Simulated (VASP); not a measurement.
# Hf (Pm-3m) in VASP: single point with PBEsol

Aim: the single point of Hf with PBEsol.

Program: VASP 6.6.1. These are calculated values, not measurements. Logs are shortened: lines on timing, memory, paths and dates and some standing lists are left out, and cuts for length are marked.

### 1 The cell of the first run

It takes space group Pm-3m (No. 221, cubic). Conventional cell: a = 2.797 Å, b = 2.797 Å, c = 2.797 Å, α = 90.00°, β = 90.00°, γ = 90.00°. Within 3.7 Å of Hf (site symmetry m-3m) lie 6 Hf at 2.80 Å.

### 2 Single point, PBEsol

INCAR reads:

```
SYSTEM = Hf
  ALGO = Normal
  EDIFF = 1E-6
  ENCUT = 500
  GGA = PS
  GGA_COMPAT = .False.
  ISIF = 2
  ISMEAR = 0
  LASPH = .True.
  LCHARG = .True.
  LELF = .True.
  LREAL = .False.
  LVHAR = .True.
  LWAVE = .False.
  NBANDS = 11
  NELM = 120
  PREC = Accurate
  SIGMA = 0.15
```

KPOINTS reads:

```
k-points
0
Gamma
  20 20 20
  0 0 0
```

POSCAR reads:

```
Hf
1.0
   -0.9323415769      1.8646831538      1.8646831538
    1.8646831538     -0.9323415769      1.8646831538
    1.8646831538      1.8646831538     -0.9323415769
Hf
1
Direct
    0.0000000000      0.0000000000      0.0000000000
```

Potentials or basis: VASP PAW PBE potentials, release 64 (Hf_pv).

Command:

```console
$ cat potpaw_PBE.64/Hf_pv/POTCAR > POTCAR
$ mpirun -np 1 vasp_std > vasp.out
```

OUTCAR:

```text
SYSTEM = Hf
   EDIFF = 1E-6
   ENCUT = 500
   GGA = PS
   ISIF = 2
   ISMEAR = 0
   LASPH = .True.
   LREAL = .False.
   NELM = 120
   PREC = Accurate

 ion  position               nearest neighbor table
   1  0.000  0.000  0.000-

  LATTYP: Found a simple cubic cell.
 ALAT       =     2.7970247307

  Lattice vectors:

 A1 = (  -0.9323415769,   1.8646831538,   1.8646831538)
 A2 = (   1.8646831538,  -0.9323415769,   1.8646831538)
 A3 = (   1.8646831538,   1.8646831538,  -0.9323415769)

Analysis of symmetry for initial positions (statically):
=====================================================================
 Subroutine PRICEL returns:
 Original cell was already a primitive cell.

 Routine SETGRP: Setting up the symmetry group for a
 simple cubic supercell.

 Subroutine GETGRP returns: Found 48 space group operations
 (whereof 48 operations were pure point group operations)
 out of a pool of 48 trial point group operations.

The static configuration has the point symmetry O_h .

Analysis of symmetry for dynamics (positions and initial velocities):
=====================================================================
 Subroutine PRICEL returns:
 Original cell was already a primitive cell.

 Routine SETGRP: Setting up the symmetry group for a
 simple cubic supercell.

 Subroutine GETGRP returns: Found 48 space group operations
 (whereof 48 operations were pure point group operations)
 out of a pool of 48 trial point group operations.

The dynamic configuration has the point symmetry O_h .

 Subroutine INISYM returns: Found 48 space group operations
 (whereof 48 operations are pure point group operations),
 and found     1 'primitive' translations

----------------------------------------------------------------------------------------

                                     Primitive cell

  volume of cell :      21.8821

  direct lattice vectors                    reciprocal lattice vectors
    -0.932341577  1.864683154  1.864683154    -0.119174253  0.238348506  0.238348506
     1.864683154 -0.932341577  1.864683154     0.238348506 -0.119174253  0.238348506
     1.864683154  1.864683154 -0.932341577     0.238348506  0.238348506 -0.119174253

  length of vectors
     2.797024731  2.797024731  2.797024731     0.357522759  0.357522759  0.357522759

  position of ions in fractional coordinates (direct lattice)
     0.000000000  0.000000000  0.000000000

  ion indices of the primitive-cell ions
   primitive index   ion index
                 1           1

----------------------------------------------------------------------------------------

 KPOINTS: k-points

Automatic generation of k-mesh.
 Grid dimensions read from file:
 generate k-points for:   20   20   20

 Generating k-lattice:

  Cartesian coordinates                     Fractional coordinates (reciprocal lattice)
    -0.005958713  0.011917425  0.011917425     0.050000000  0.000000000  0.000000000
     0.011917425 -0.005958713  0.011917425     0.000000000  0.050000000  0.000000000
     0.011917425  0.011917425 -0.005958713     0.000000000  0.000000000  0.050000000

  Length of vectors
     0.017876138  0.017876138  0.017876138

  Shift w.r.t. Gamma in fractional coordinates (k-lattice)
     0.000000000  0.000000000  0.000000000

 Subroutine IBZKPT returns following result:
 ===========================================

 Found    286 irreducible k-points:

 Following reciprocal coordinates:
            Coordinates               Weight
  0.000000  0.000000  0.000000      1.000000
  0.050000  0.000000  0.000000      6.000000
  0.100000  0.000000  0.000000      6.000000
  0.150000  0.000000  0.000000      6.000000
  0.200000  0.000000  0.000000      6.000000
  0.250000  0.000000  0.000000      6.000000
[... 16 lines left out ...]
  0.150000  0.100000 -0.000000     24.000000
  0.200000  0.100000  0.000000     24.000000
 [... further k-points ...]
   k-points           NKPTS =    286   k-points in BZ     NKDIM =    286   number of bands    NBANDS=     11
   number of dos      NEDOS =    301   number of ions     NIONS =      1
   total plane-waves  NPLWV =   8000
   dimension x,y,z NGX =    20 NGY =   20 NGZ =   20
   dimension x,y,z NGXF=    40 NGYF=   40 NGZF=   40
   ions per type =               1
   NGX,Y,Z   is equivalent  to a cutoff of  11.89, 11.89, 11.89 a.u.
   NGXF,Y,Z  is equivalent  to a cutoff of  23.77, 23.77, 23.77 a.u.
 SYSTEM =  Hf
   PREC   = accura    normal or accurate (medium, high low for compatibility)
   ISTART =      0    job   : 0-new  1-cont  2-samecut
   ICHARG =      2    charge: 1-file 2-atom 10-const
   ISPIN  =      1    spin polarized calculation?
   LNONCOLLINEAR =      F non collinear calculations
   LSORBIT =      F    spin-orbit coupling
   LASPH  =      T    aspherical Exc in radial PAW
   ENCUT  =  500.0 eV  36.75 Ry    6.06 a.u.   5.10  5.10  5.10*2*pi/ulx,y,z
   NELM   =    120;   NELMIN=  2; NELMDL= -5     # of ELM steps
   EDIFF  = 0.1E-05   stopping-criterion for ELM
   LREAL  =      F    real-space projection
   EDIFFG = 0.1E-04   stopping-criterion for IOM
   NSW    =      0    number of steps for IOM
   IBRION =     -1    ionic relax: 0-MD 1-quasi-New 2-CG
   NFREE  =      0    steps in history (QN), initial steepest desc. (CG)
   ISIF   =      2    stress and relaxation
   ISYM   =      2    0-nonsym 1-usesym 2-fastsym
   POTIM  = 0.5000    time-step for ionic-motion
   TEBEG  =    0.0;   TEEND  =   0.0 temperature during run
   PSTRESS=    0.0 pullay stress
   NELECT =      10.0000    total number of electrons
   NUPDOWN=      -1.0000    fix difference up-down
   EMIN   =  10.00;   EMAX   =-10.00  energy-range for DOS
   EFERMI =   0.00;   METHOD = LEGACY
   ISMEAR =     0;   SIGMA  =   0.15  broadening in eV -4-tet -1-fermi 0-gaus
   EFERMI_NEDOS =   21; number of points for ismear=-14 and -15
   IALGO  =     38    algorithm
   IMIX   =      4    mixing-type and parameters
     AMIX     =   0.40;   BMIX     =  1.00
     AMIX_MAG =   1.60;   BMIX_MAG =  1.00
  volume/ion in A,a.u.               =      21.88       147.67
  Fermi-wavevector in a.u.,A,eV,Ry     =   1.260991  2.382927 21.634588  1.590097
  Thomas-Fermi vector in A             =   2.394472
   LORBIT       =      0    0 simple, 1 ext, 2 COOP (PROOUT), +10 PAW based schemes
   GGA     = PS    functional components
   LHFCALC =     F    Hartree Fock is set to
   AEXX    =    0.0000 exact exchange contribution
   IVDW    =     0    specifies the selected vdW correction
   LEPSILON=     F    determine dielectric tensor
   LRPA    =     F    only Hartree local field effects (RPA)
 non-spin polarized calculation
 Gauss-broadening in eV      SIGMA  =   0.15
  energy-cutoff  :      500.00
  volume of cell :       21.88
 maximum number of plane-waves:       587
   NGX = 11   NGY = 11   NGZ = 11

 number of electron      10.0000000 magnetization

 number of electron       9.9999993 magnetization

 Free energy of the ion-electron system (eV)
  ---------------------------------------------------
  ext. energy  EPLUGINS =         0.00000000
  ---------------------------------------------------
  free energy    TOTEN  =        -9.39400070 eV

  energy without entropy =       -9.37584374  energy(sigma->0) =       -9.38492222

 E-fermi :   4.4568     XC(G=0): -11.3994

 val. band max:        4.4529933324   @ k =   0.4000   0.3500   0.2500
 cond. band min:       4.4574280990   @ k =   0.3000   0.1500   0.1500
 fundamental gap:      0.0044347666
 Fermi energy:         4.4568025598

 k-point     1 :       0.0000    0.0000    0.0000
  band No.  band energies     occupation
      1     -25.0691      2.00000
      2     -25.0691      2.00000
      3     -25.0691      2.00000
      4      -2.3931      2.00000
      5       2.7274      2.00000
      6       2.7274      2.00000
      7      11.8269      0.00000
      8      11.8269      0.00000
      9      11.8269      0.00000
     10      17.8845      0.00000
     11      18.4602      0.00000

 k-point     2 :       0.0500    0.0000    0.0000
  band No.  band energies     occupation
      1     -25.1052      2.00000
      2     -25.0661      2.00000
      3     -25.0661      2.00000
      4      -2.3168      2.00000
      5       2.7496      2.00000
      6       2.8043      2.00000
      7      11.6541      0.00000
      8      11.6541      0.00000
      9      11.8375      0.00000
     10      17.8583      0.00000
     11      18.0678      0.00000

 k-point     3 :       0.1000    0.0000    0.0000
  band No.  band energies     occupation
      1     -25.2090      2.00000
      2     -25.0574      2.00000
      3     -25.0574      2.00000
      4      -2.0958      2.00000
      5       2.8145      2.00000
      6       3.0295      2.00000
      7      11.2018      0.00000
      8      11.2018      0.00000
      9      11.8681      0.00000
     10      17.0882      0.00000
     11      17.9040      0.00000

 k-point     4 :       0.1500    0.0000    0.0000
  band No.  band energies     occupation
      1     -25.3675      2.00000
      2     -25.0438      2.00000
      3     -25.0438      2.00000
      4      -1.7516      2.00000
      5       2.9179      2.00000
      6       3.3844      2.00000
      7      10.6006      0.00000
      8      10.6006      0.00000
      9      11.9163      0.00000
     10      16.0490      0.00000
     11      17.8997      0.00000
[... 239 lines left out ...]
 k-point    22 :       0.1000    0.1000    0.0000
  band No.  band energies     occupation
      1     -25.2053      2.00000
      2     -25.1877      2.00000
      3     -25.0458      2.00000
      4      -1.7985      2.00000
      5       3.0070      2.00000
      6       3.2264      2.00000
      7      10.5118      0.00000
      8      11.0906      0.00000
      9      11.4316      0.00000
     10      17.5852      0.00000
     11      17.9600      0.00000

 k-point    23 :       0.1500    0.1000   -0.0000
  band No.  band energies     occupation
      1     -25.3550      2.00000
      2     -25.1812      2.00000
      3     -25.0323      2.00000
      4      -1.4552      2.00000
      5       3.1395      2.00000
      6       3.5526      2.00000
      7       9.8723      0.00000
      8      10.6078      0.00000
      9      11.3883      0.00000
     10      16.7504      0.00000
     11      17.8950      0.00000

 k-point    24 :       0.2000    0.1000    0.0000
  band No.  band energies     occupation
      1     -25.5482      2.00000
      2     -25.1632      2.00000
      3     -25.0152      2.00000
      4      -1.0195      2.00000
      5       3.2829      2.00000
      6       3.9829      1.99999
      7       9.2232      0.00000
      8       9.9979      0.00000
      9      11.4419      0.00000
     10      15.7958      0.00000
     11      17.8955      0.00000

 [... further k-points ...]
[... 5 lines left out ...]
  --------------------------------------------------------------------------------------
  -------------------------------------------------------------------------------------
  Total        0.8477941      0.8477941      0.8477941      0.0000000      0.0000000     -0.0000000
  in kB       62.0743329     62.0743329     62.0743329      0.0000000      0.0000000     -0.0000000
  external PRESSURE =      62.0743329 kB  Pullay stress =       0.0000000 kB

 VOLUME and BASIS-vectors are now :
 -----------------------------------------------------------------------------
  energy-cutoff  :      500.00
  volume of cell :       21.88
      direct lattice vectors                 reciprocal lattice vectors
    -0.932341577  1.864683154  1.864683154    -0.119174253  0.238348506  0.238348506
     1.864683154 -0.932341577  1.864683154     0.238348506 -0.119174253  0.238348506
     1.864683154  1.864683154 -0.932341577     0.238348506  0.238348506 -0.119174253

 POSITION                                       TOTAL-FORCE (eV/Angst)
 -----------------------------------------------------------------------------------
      0.00000      0.00000      0.00000         0.000000      0.000000     -0.000000
 -----------------------------------------------------------------------------------
    total drift:                                0.000000      0.000000      0.000000

  FREE ENERGIE OF THE ION-ELECTRON SYSTEM (eV)
  ---------------------------------------------------
  free  energy   TOTEN  =        -9.3940006987 eV

  energy  without entropy=       -9.3758437409  energy(sigma->0) =       -9.38492222
```

Wall time 17 s (1 thread of Intel Xeon 6975P-C (Granite Rapids), shared host); peak memory 0.18 GiB.

Results:

- Free energy: -9.3940 eV
- Pressure: 6.2 GPa
- Band gap on the k mesh: zero (band 5 reaches 5.46 eV, above the bottom of band 6 at 2.73 eV)

Levels at points of the mesh, in eV from the Fermi level:
| k point | band 3 | band 4 | band 5 | band 6 | band 7 | band 8 |
| --- | --- | --- | --- | --- | --- | --- |
| (0.00, 0.00, 0.00) | -29.53 | -6.85 | -1.73 | -1.73 | 7.37 | 7.37 |
| (0.50, 0.00, 0.00) | -29.40 | -3.23 | -0.69 | 0.15 | 3.31 | 3.31 |
| (0.50, 0.50, 0.00) | -29.28 | -3.45 | -0.59 | 4.19 | 4.19 | 5.20 |
| (0.50, 0.50, 0.50) | -30.50 | -1.67 | -1.67 | -1.67 | 6.95 | 10.35 |

Caveat: the PAW data sets were made with another functional, which shifts forces and pressure a little; spin-orbit coupling is left out, which moves the levels of the heavy elements.
